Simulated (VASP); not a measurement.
Input of a VASP 6.6.1 run:

INCAR

```
SYSTEM = Bi
ALGO = Normal
EDIFF = 1E-7
ENCUT = 520
GGA = PS
ISIF = 2
ISMEAR = -1
LASPH = .True.
LCHARG = .False.
LREAL = .False.
LWAVE = .False.
NBANDS = 22
NELM = 80
PREC = Accurate
SIGMA = 0.1
```

KPOINTS

```
k-points
0
Gamma
  12 12 6
  0 0 0
```

File POSCAR:

```
Bi
1.0
    3.4382551775      0.0000000000      0.0000000000
   -1.7191275888      2.9776163284      0.0000000000
    0.0000000000      0.0000000000      5.6381157802
Bi
2
Direct
    0.3333333333      0.6666666667      0.2500000000
    0.6666666667      0.3333333333      0.7500000000
```

Potentials or basis: VASP PAW PBE potentials, release 64 (Bi_d).

Run with:

```sh
$ cat potpaw_PBE.64/Bi_d/POTCAR > POTCAR
$ mpirun -np 1 vasp_std > vasp.out
```

Predict the pressure.

2.5 GPa.

What does it give for the band gap on the k mesh?

Zero (bands 15 and 16 overlap by 7.62 eV).

Stress tensor (GPa, compression positive):
```
2.26 0.00 0.00
0.00 2.26 0.00
0.00 0.00 3.02
```

Caveat: the PAW data sets were made with another functional, which shifts forces and pressure a little; spin-orbit coupling is left out, which moves the levels of the heavy elements.
